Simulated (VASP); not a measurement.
B2Ru, 6 atoms in the cell. The structure is orthorhombic, space group Pmmn (No. 59). Conventional cell: a = 2.865 Å, b = 4.645 Å, c = 4.045 Å, α = 90.00°, β = 90.00°, γ = 90.00°. Within 2.4 Å of B (site symmetry m) lie 3 B at 1.77 to 1.90 Å and 4 Ru at 2.16 to 2.25 Å. Within 2.9 Å of Ru (site symmetry mm2) lie 8 B at 2.16 to 2.25 Å and 2 Ru at 2.87 Å. 

* Program: VASP 6.6.1
* Task: single point
* Functional: r2SCAN
* Potentials or basis: VASP PAW PBE potentials, release 64 (B, Ru_pv)
* Cutoff: 520 eV
* k mesh: 5 × 3 × 4
* Occupations: fermi-dirac, width 0.1 eV
* Spin: no spin polarisation
* Dipole correction: no
* Further INCAR settings: ALGO = Normal; EDIFF = 1e-06; NBANDS = 29

Potentials or basis: VASP PAW PBE potentials, release 64 (B, Ru_pv).

The run is started by

```sh
$ cat potpaw_PBE.64/B/POTCAR potpaw_PBE.64/Ru_pv/POTCAR > POTCAR
$ cp INCAR.step1 INCAR
$ mpirun -np 1 vasp_std > vasp.out
$ cp INCAR.step2 INCAR
$ mpirun -np 1 vasp_std > vasp.out
```

Hardware: 1 thread of Intel(R) Xeon(R) 6975P-C (Granite Rapids) (shared host).

Question: How long does it take, and how much memory?

Answer: Run time: 39 s on 1 thread of Intel(R) Xeon(R) 6975P-C (Granite Rapids) (shared host), peak memory 0.18 GiB. Counts: k points 18.
